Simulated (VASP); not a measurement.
# GaSb3 (Im-3m) in VASP: a series of runs

The runs below take GaSb3 through single point, relaxation of cell and atoms, with PBE.

Program: VASP 6.6.1. These are calculated values, not measurements. Logs are shortened: lines on timing, memory, paths and dates and some standing lists are left out, and cuts for length are marked.

**1. The cell of the first run**

It takes space group Im-3m (No. 229, cubic). Conventional cell: a = 6.043 Å, b = 6.043 Å, c = 6.043 Å, α = 90.00°, β = 90.00°, γ = 90.00°. Within 4.0 Å of Ga (site symmetry m-3m) lie 6 Sb at 3.02 Å. Sb (site symmetry 4/mmm) has 2 Ga at 3.02 Å and 4 Sb at 3.02 Å within 4.0 Å.

**2. Single point, PBE**

Contents of INCAR:

```
SYSTEM = GaSb3
PREC = Accurate ; ENCUT = 520
EDIFF = 1E-6 ; ISMEAR = 0
SIGMA = 0.1 ; LREAL = .False.
LASPH = .True. ; NELM = 80
ALGO = Normal ; ISIF = 2
LWAVE = .False. ; LCHARG = .False.
GGA = PE ; NBANDS = 22
```

Contents of KPOINTS:

```
Automatic mesh
0
Gamma
  12 12 12
  0 0 0
```

Contents of POSCAR:

```
GaSb3
1.0
   -3.0216850924      3.0216850924      3.0216850924
    3.0216850924     -3.0216850924      3.0216850924
    3.0216850924      3.0216850924     -3.0216850924
Ga Sb
1 3
Direct
    0.0000000000      0.0000000000      0.0000000000
    0.0000000000      0.5000000000      0.5000000000
    0.5000000000      0.0000000000      0.5000000000
    0.5000000000      0.5000000000      0.0000000000
```

Potentials or basis: VASP PAW PBE potentials, release 64 (Ga_d, Sb).

On the command line:

```sh
$ cat potpaw_PBE.64/Ga_d/POTCAR potpaw_PBE.64/Sb/POTCAR > POTCAR
$ mpirun -np 1 vasp_std > vasp.out
```

OUTCAR:

```text
SYSTEM = GaSb3
   PREC = Accurate
   ENCUT = 520
   EDIFF = 1E-6
   ISMEAR = 0
   LREAL = .False.
   LASPH = .True.
   NELM = 80
   ISIF = 2
   GGA = PE

 ion  position               nearest neighbor table
   1  0.000  0.000  0.000-   2 3.02   3 3.02   4 3.02   2 3.02   3 3.02   4 3.02
   2  0.000  0.500  0.500-   1 3.02   3 3.02   4 3.02   1 3.02   4 3.02   3 3.02
   3  0.500  0.000  0.500-   1 3.02   2 3.02   4 3.02   4 3.02   1 3.02   2 3.02
   4  0.500  0.500  0.000-   1 3.02   2 3.02   3 3.02   3 3.02   2 3.02   1 3.02

  LATTYP: Found a body centered cubic cell.
 ALAT       =     6.0433701848

  Lattice vectors:

 A1 = (  -3.0216850924,   3.0216850924,   3.0216850924)
 A2 = (   3.0216850924,  -3.0216850924,   3.0216850924)
 A3 = (   3.0216850924,   3.0216850924,  -3.0216850924)

Analysis of symmetry for initial positions (statically):
=====================================================================
 Subroutine PRICEL returns:
 Original cell was already a primitive cell.

 Routine SETGRP: Setting up the symmetry group for a
 body centered cubic supercell.

 Subroutine GETGRP returns: Found 48 space group operations
 (whereof 48 operations were pure point group operations)
 out of a pool of 48 trial point group operations.

The static configuration has the point symmetry O_h .

Analysis of symmetry for dynamics (positions and initial velocities):
=====================================================================
 Subroutine PRICEL returns:
 Original cell was already a primitive cell.

 Routine SETGRP: Setting up the symmetry group for a
 body centered cubic supercell.

 Subroutine GETGRP returns: Found 48 space group operations
 (whereof 48 operations were pure point group operations)
 out of a pool of 48 trial point group operations.

The dynamic configuration has the point symmetry O_h .

 Subroutine INISYM returns: Found 48 space group operations
 (whereof 48 operations are pure point group operations),
 and found     1 'primitive' translations

----------------------------------------------------------------------------------------

                                     Primitive cell

  volume of cell :     110.3590

  direct lattice vectors                    reciprocal lattice vectors
    -3.021685092  3.021685092  3.021685092     0.000000000  0.165470585  0.165470585
     3.021685092 -3.021685092  3.021685092     0.165470585  0.000000000  0.165470585
     3.021685092  3.021685092 -3.021685092     0.165470585  0.165470585  0.000000000

  length of vectors
     5.233712105  5.233712105  5.233712105     0.234010746  0.234010746  0.234010746

  position of ions in fractional coordinates (direct lattice)
     0.000000000  0.000000000  0.000000000
     0.000000000  0.500000000  0.500000000
     0.500000000  0.000000000  0.500000000
     0.500000000  0.500000000  0.000000000

  ion indices of the primitive-cell ions
   primitive index   ion index
                 1           1
                 2           2
                 3           3
                 4           4

----------------------------------------------------------------------------------------

 KPOINTS: Automatic mesh

Automatic generation of k-mesh.
 Grid dimensions read from file:
 generate k-points for:   12   12   12

 Generating k-lattice:

  Cartesian coordinates                     Fractional coordinates (reciprocal lattice)
     0.000000000  0.013789215  0.013789215     0.083333333  0.000000000  0.000000000
     0.013789215  0.000000000  0.013789215     0.000000000  0.083333333  0.000000000
     0.013789215  0.013789215  0.000000000     0.000000000  0.000000000  0.083333333

  Length of vectors
     0.019500895  0.019500895  0.019500895

  Shift w.r.t. Gamma in fractional coordinates (k-lattice)
     0.000000000  0.000000000  0.000000000

 Subroutine IBZKPT returns following result:
 ===========================================

 Found     72 irreducible k-points:

 Following reciprocal coordinates:
            Coordinates               Weight
  0.000000  0.000000  0.000000      1.000000
  0.083333  0.000000  0.000000     12.000000
  0.166667  0.000000  0.000000     12.000000
  0.250000  0.000000  0.000000     12.000000
  0.333333  0.000000  0.000000     12.000000
  0.416667  0.000000  0.000000     12.000000
[... 16 lines left out ...]
  0.333333  0.083333  0.083333     24.000000
  0.416667  0.083333  0.083333     12.000000
 [... further k-points ...]
   k-points           NKPTS =     72   k-points in BZ     NKDIM =     72   number of bands    NBANDS=     22
   number of dos      NEDOS =    301   number of ions     NIONS =      4
   total plane-waves  NPLWV =  64000
   dimension x,y,z NGX =    40 NGY =   40 NGZ =   40
   dimension x,y,z NGXF=    80 NGYF=   80 NGZF=   80
   ions per type =               1   3
   NGX,Y,Z   is equivalent  to a cutoff of  12.71, 12.71, 12.71 a.u.
   NGXF,Y,Z  is equivalent  to a cutoff of  25.41, 25.41, 25.41 a.u.
 SYSTEM =  GaSb3
   PREC   = accura    normal or accurate (medium, high low for compatibility)
   ISTART =      0    job   : 0-new  1-cont  2-samecut
   ICHARG =      2    charge: 1-file 2-atom 10-const
   ISPIN  =      1    spin polarized calculation?
   LNONCOLLINEAR =      F non collinear calculations
   LSORBIT =      F    spin-orbit coupling
   LASPH  =      T    aspherical Exc in radial PAW
   ENCUT  =  520.0 eV  38.22 Ry    6.18 a.u.   9.73  9.73  9.73*2*pi/ulx,y,z
   NELM   =     80;   NELMIN=  2; NELMDL= -5     # of ELM steps
   EDIFF  = 0.1E-05   stopping-criterion for ELM
   LREAL  =      F    real-space projection
   EDIFFG = 0.1E-04   stopping-criterion for IOM
   NSW    =      0    number of steps for IOM
   IBRION =     -1    ionic relax: 0-MD 1-quasi-New 2-CG
   NFREE  =      0    steps in history (QN), initial steepest desc. (CG)
   ISIF   =      2    stress and relaxation
   ISYM   =      2    0-nonsym 1-usesym 2-fastsym
   POTIM  = 0.5000    time-step for ionic-motion
   TEBEG  =    0.0;   TEEND  =   0.0 temperature during run
   PSTRESS=    0.0 pullay stress
   NELECT =      28.0000    total number of electrons
   NUPDOWN=      -1.0000    fix difference up-down
   EMIN   =  10.00;   EMAX   =-10.00  energy-range for DOS
   EFERMI =   0.00;   METHOD = LEGACY
   ISMEAR =     0;   SIGMA  =   0.10  broadening in eV -4-tet -1-fermi 0-gaus
   EFERMI_NEDOS =   21; number of points for ismear=-14 and -15
   IALGO  =     38    algorithm
   IMIX   =      4    mixing-type and parameters
     AMIX     =   0.40;   BMIX     =  1.00
     AMIX_MAG =   1.60;   BMIX_MAG =  1.00
  volume/ion in A,a.u.               =      27.59       186.18
  Fermi-wavevector in a.u.,A,eV,Ry     =   1.036394  1.958501 14.614194  1.074113
  Thomas-Fermi vector in A             =   2.170783
   LORBIT       =      0    0 simple, 1 ext, 2 COOP (PROOUT), +10 PAW based schemes
   GGA     = PE    functional components
   LHFCALC =     F    Hartree Fock is set to
   AEXX    =    0.0000 exact exchange contribution
   IVDW    =     0    specifies the selected vdW correction
   LEPSILON=     F    determine dielectric tensor
   LRPA    =     F    only Hartree local field effects (RPA)
 non-spin polarized calculation
 Gauss-broadening in eV      SIGMA  =   0.10
  energy-cutoff  :      520.00
  volume of cell :      110.36
 maximum number of plane-waves:      3043
   NGX = 19   NGY = 19   NGZ = 19

 number of electron      28.0000018 magnetization

 Free energy of the ion-electron system (eV)
  ---------------------------------------------------
  ext. energy  EPLUGINS =         0.00000000
  ---------------------------------------------------
  free energy    TOTEN  =       -15.05584999 eV

  energy without entropy =      -15.03920599  energy(sigma->0) =      -15.04752799

 E-fermi :   6.4866     XC(G=0):  -9.7798

 val. band max:        6.4758057276   @ k =  -0.3333   0.3333   0.0833
 cond. band min:       6.4898005428   @ k =   0.3333   0.2500  -0.0000
 fundamental gap:      0.0139948152
 Fermi energy:         6.4866467501

 k-point     1 :       0.0000    0.0000    0.0000
  band No.  band energies     occupation
      1      -8.1976      2.00000
      2      -8.1976      2.00000
      3      -8.1691      2.00000
      4      -8.1691      2.00000
      5      -8.1691      2.00000
      6      -5.5700      2.00000
[... 14 lines left out ...]
     21      11.0097      0.00000
     22      14.3608      0.00000

 k-point     2 :       0.0833    0.0000    0.0000
  band No.  band energies     occupation
      1      -8.1978      2.00000
      2      -8.1975      2.00000
      3      -8.1692      2.00000
      4      -8.1691      2.00000
      5      -8.1690      2.00000
      6      -5.5192      2.00000
[... 14 lines left out ...]
     21      11.0627      0.00000
     22      14.5399      0.00000

 k-point     3 :       0.1667    0.0000    0.0000
  band No.  band energies     occupation
      1      -8.1982      2.00000
      2      -8.1972      2.00000
      3      -8.1694      2.00000
      4      -8.1692      2.00000
      5      -8.1686      2.00000
      6      -5.3674      2.00000
[... 14 lines left out ...]
     21      11.2202      0.00000
     22      14.4525      0.00000

 k-point     4 :       0.2500    0.0000    0.0000
  band No.  band energies     occupation
      1      -8.1989      2.00000
      2      -8.1967      2.00000
      3      -8.1697      2.00000
      4      -8.1693      2.00000
      5      -8.1682      2.00000
      6      -5.1179      2.00000
[... 14 lines left out ...]
     21      11.4777      0.00000
     22      13.1535      0.00000

 k-point     5 :       0.3333    0.0000    0.0000
  band No.  band energies     occupation
      1      -8.1996      2.00000
      2      -8.1962      2.00000
      3      -8.1700      2.00000
      4      -8.1694      2.00000
      5      -8.1678      2.00000
      6      -4.7796      2.00000
[... 14 lines left out ...]
     21      11.8311      0.00000
     22      11.8955      0.00000

 k-point     6 :       0.4167    0.0000    0.0000
  band No.  band energies     occupation
      1      -8.2002      2.00000
      2      -8.1958      2.00000
      3      -8.1702      2.00000
      4      -8.1695      2.00000
      5      -8.1675      2.00000
      6      -4.3820      2.00000
[... 14 lines left out ...]
     21      12.0631      0.00000
     22      12.3237      0.00000

 k-point     7 :       0.5000    0.0000    0.0000
  band No.  band energies     occupation
      1      -8.2004      2.00000
      2      -8.1956      2.00000
      3      -8.1703      2.00000
      4      -8.1695      2.00000
      5      -8.1673      2.00000
      6      -4.1139      2.00000
[... 324 lines left out ...]
      6      -5.2665      2.00000
[... 14 lines left out ...]
     21      10.4012      0.00000
     22      14.1527      0.00000

 k-point    21 :       0.1667    0.0833    0.0833
  band No.  band energies     occupation
      1      -8.1981      2.00000
      2      -8.1970      2.00000
      3      -8.1697      2.00000
      4      -8.1695      2.00000
      5      -8.1682      2.00000
      6      -5.0179      2.00000
[... 14 lines left out ...]
     21      11.2854      0.00000
     22      12.8661      0.00000

 k-point    22 :       0.2500    0.0833    0.0833
  band No.  band energies     occupation
      1      -8.1986      2.00000
      2      -8.1963      2.00000
      3      -8.1700      2.00000
      4      -8.1695      2.00000
      5      -8.1680      2.00000
      6      -4.6802      2.00000
[... 14 lines left out ...]
     21      11.8323      0.00000
     22      11.8787      0.00000

 k-point    23 :       0.3333    0.0833    0.0833
  band No.  band energies     occupation
      1      -8.1990      2.00000
      2      -8.1958      2.00000
      3      -8.1702      2.00000
      4      -8.1695      2.00000
      5      -8.1678      2.00000
      6      -4.2807      2.00000
[... 14 lines left out ...]
     21      12.3741      0.00000
     22      12.6175      0.00000

 k-point    24 :       0.4167    0.0833    0.0833
  band No.  band energies     occupation
      1      -8.1992      2.00000
      2      -8.1956      2.00000
      3      -8.1703      2.00000
      4      -8.1696      2.00000
      5      -8.1678      2.00000
      6      -4.0038      2.00000
[... 14 lines left out ...]
     21      12.1890      0.00000
     22      13.5061      0.00000

 [... further k-points ...]

------------------------ aborting loop because EDIFF is reached ----------------------------------------

  FORCE on cell =-STRESS in cart. coord.  units (eV):
  Direction    XX          YY          ZZ          XY          YZ          ZX
  --------------------------------------------------------------------------------------
  -------------------------------------------------------------------------------------
  Total        0.0115161      0.0115161      0.0115161      0.0000000      0.0000000      0.0000000
  in kB        0.1671890      0.1671890      0.1671890      0.0000000      0.0000000      0.0000000
  external PRESSURE =       0.1671890 kB  Pullay stress =       0.0000000 kB

 VOLUME and BASIS-vectors are now :
 -----------------------------------------------------------------------------
  energy-cutoff  :      520.00
  volume of cell :      110.36
      direct lattice vectors                 reciprocal lattice vectors
    -3.021685092  3.021685092  3.021685092     0.000000000  0.165470585  0.165470585
     3.021685092 -3.021685092  3.021685092     0.165470585  0.000000000  0.165470585
     3.021685092  3.021685092 -3.021685092     0.165470585  0.165470585  0.000000000

 POSITION                                       TOTAL-FORCE (eV/Angst)
 -----------------------------------------------------------------------------------
      0.00000      0.00000      0.00000         0.000000     -0.000000      0.000000
      3.02169      0.00000      0.00000        -0.000000      0.000000     -0.000000
      0.00000      3.02169      0.00000        -0.000000      0.000000     -0.000000
      0.00000      0.00000      3.02169         0.000000     -0.000000      0.000000
 -----------------------------------------------------------------------------------
    total drift:                               -0.000000      0.000000      0.000000

  FREE ENERGIE OF THE ION-ELECTRON SYSTEM (eV)
  ---------------------------------------------------
  free  energy   TOTEN  =       -15.0558499900 eV

  energy  without entropy=      -15.0392059866  energy(sigma->0) =      -15.04752799
```

Run time: 2.5 min. Hardware: 1 thread of Intel Xeon 6975P-C (Granite Rapids), shared host; peak memory 0.34 GiB.

What came out:

```
Free energy            : -15.0558 eV
Pressure               : 0.0 GPa
Band gap on the k mesh : zero (band 14 reaches 7.10 eV, above the bottom of band 15 at 4.31 eV)
```

Levels at points of the mesh, in eV from the Fermi level:
```
           k point  band 12  band 13  band 14  band 15  band 16  band 17
(0.00, 0.00, 0.00)    -3.55    -2.18    -2.18    -2.18     2.68     2.68
(0.50, 0.00, 0.00)    -1.02    -0.27    -0.16    -0.06     1.27     2.72
(0.50, 0.50, 0.50)    -2.14    -0.62    -0.62    -0.62     5.53     5.53
```

Caveat: spin-orbit coupling is left out, which moves the levels of the heavy elements.

**3. Relaxation of cell and atoms, PBE**

This run uses another cell than the first one, of 27.45 Å³/atom, 0.995 times its volume.

Contents of INCAR:

```
PREC = Accurate
ENCUT = 600
EDIFF = 1E-6
ISMEAR = 0
SIGMA = 0.1
LREAL = False
LASPH = True
NELM = 100
ALGO = Normal
ISIF = 3
LWAVE = False
LCHARG = False
GGA = PE
IBRION = 2
NSW = 100
EDIFFG = -0.01
```

Contents of KPOINTS:

```
Automatic mesh
0
Gamma
  12 12 12
```

Contents of POSCAR:

```
GaSb3
1.0
   -3.0164291551      3.0164291551      3.0164291551
    3.0164291551     -3.0164291551      3.0164291551
    3.0164291551      3.0164291551     -3.0164291551
Ga Sb
1 3
Direct
    0.0000000000      0.0000000000      0.0000000000
    0.0000000000      0.5000000000      0.5000000000
    0.5000000000      0.0000000000      0.5000000000
    0.5000000000      0.5000000000      0.0000000000
```

Potentials or basis: VASP PAW PBE potentials, release 64 (Ga_d, Sb).

On the command line:

```sh
$ cat potpaw_PBE.64/Ga_d/POTCAR potpaw_PBE.64/Sb/POTCAR > POTCAR
$ mpirun -np 1 vasp_std > vasp.out
```

Wall time 5.4 min (1 thread of Intel Xeon 6975P-C (Granite Rapids), shared host); peak memory 0.39 GiB.

Results (log left out):

| Property | Result |
| --- | --- |
| Free energy | -15.0557 eV |
| Relaxed volume | 27.59 Å³/atom |
| Relaxed cell | a = 5.234 Å, b = 5.234 Å, c = 5.234 Å, α = 109.47°, β = 109.47°, γ = 109.47° |
| Space group after relaxing (to 0.05 Å) | Im-3m (No. 229) |
| Energy gained by relaxing | 0.1 meV/atom |
| Ionic steps | 3 |
| Pressure after relaxing | 0.0 GPa |
| Band gap on the k mesh | zero (band 14 reaches 7.10 eV, above the bottom of band 15 at 4.31 eV) |

The path:
| step | energy change (eV) | largest force (eV/Å) | pressure (GPa) | volume (Å³) |
| --- | --- | --- | --- | --- |
| 1 | 0.0000 | 0.0000 | 0.29 | 109.78 |
| 2 | -0.0004 | 0.0000 | -0.07 | 110.58 |
| 3 | -0.0005 | 0.0000 | 0.00 | 110.36 |

Final structure:
```xyz
4
Lattice="-3.0217 3.0217 3.0217 3.0217 -3.0217 3.0217 3.0217 3.0217 -3.0217" Properties=species:S:1:pos:R:3 pbc="T T T"
Ga    0.0000    0.0000    0.0000
Sb    3.0217    0.0000    0.0000
Sb    0.0000    3.0217    0.0000
Sb    0.0000    0.0000    3.0217
```

Levels at points of the mesh, in eV from the Fermi level:
```
           k point  band 10  band 11  band 12  band 13  band 14  band 15  band 16  band 17  band 18
(0.00, 0.00, 0.00)    -3.55    -3.55    -3.55    -2.18    -2.18    -2.18     2.68     2.68     2.68
(0.50, 0.00, 0.00)    -3.98    -2.76    -1.02    -0.27    -0.16    -0.06     1.27     2.72     2.86
(0.50, 0.50, 0.50)    -5.24    -5.24    -2.14    -0.62    -0.62    -0.62     5.53     5.53     5.53
```

Caveat: spin-orbit coupling is left out, which moves the levels of the heavy elements.
